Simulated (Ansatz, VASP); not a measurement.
W in VASP and in Ansatz

```xyz
1
Lattice="-1.5677 1.5677 1.5677 1.5677 -1.5677 1.5677 1.5677 1.5677 -1.5677" Properties=species:S:1:pos:R:3 pbc="T T T"
W     0.0000    0.0000    0.0000
```

Alike in both runs: task single point; functional LDA; k mesh 14 × 14 × 14; occupations gaussian, width 0.03 eV; no spin polarisation.

|  | VASP | Ansatz |
| --- | --- | --- |
| version | VASP 6.6.1 | Ansatz 0.2.0 |
| potentials or method | VASP PAW LDA potentials, release 64 (W_sv), cutoff 520 eV | plane waves (420 eV) with PAW, scalar-relativistic |
| valence electrons in the cell | 14 | 14 |

```tsv
	VASP	Ansatz	Ansatz less VASP
pressure (GPa)	1.8	-0.1	-1.87
```

Ansatz warns that its potentials were made for another functional, while VASP's fit it. LDA's correlation is that of Perdew and Zunger in VASP and of Perdew and Wang (1992) in Ansatz.

Spin-orbit coupling is off throughout.
